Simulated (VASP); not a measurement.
Runs of VASP 6.6.1 on CaSe. Symmetry: Fm-3m, No. 225, cubic system. The conventional cell has a = 5.935 Å, b = 5.935 Å, c = 5.935 Å, α = 90.00°, β = 90.00°, γ = 90.00°. Ca (site symmetry m-3m) has 6 Se at 2.97 Å within 3.9 Å. Se (site symmetry m-3m) has 6 Ca at 2.97 Å within 3.9 Å. 

```csv
level,k mesh,smearing,grid for exact exchange (PRECFOCK),screening parameter,share of exact exchange,gap on the mesh (eV),pressure (GPa)
HSE06,4 × 4 × 4,gaussian 0.01 eV,Normal,0.2079 1/Å,-,3.01,0.3
PBE-based screened hybrid,4 × 4 × 4,gaussian 0.01 eV,Normal,0.5 1/Å,0.4,2.83,0.3
PBE-based screened hybrid,4 × 4 × 4,gaussian 0.01 eV,Normal,0.2078 1/Å,0.35,(a),0.1
r2SCAN,6 × 6 × 6,gaussian 0.2 eV,-,-,-,2.52,(b)
```

Alike in all rows: task single point; potentials or basis VASP PAW PBE potentials, release 64 (Ca_sv, Se); no spin polarisation; cell as given; cutoff (eV) 520.

**Question.** Estimate the missing entries.

**Answer.** (a) 3.41; (b) 0.2.

Caveats: some runs use coarse meshes; the PAW data sets were made with another functional, which shifts forces and pressure a little.

A k mesh can miss the band edges, and the runs leave out spin-orbit coupling on Se.
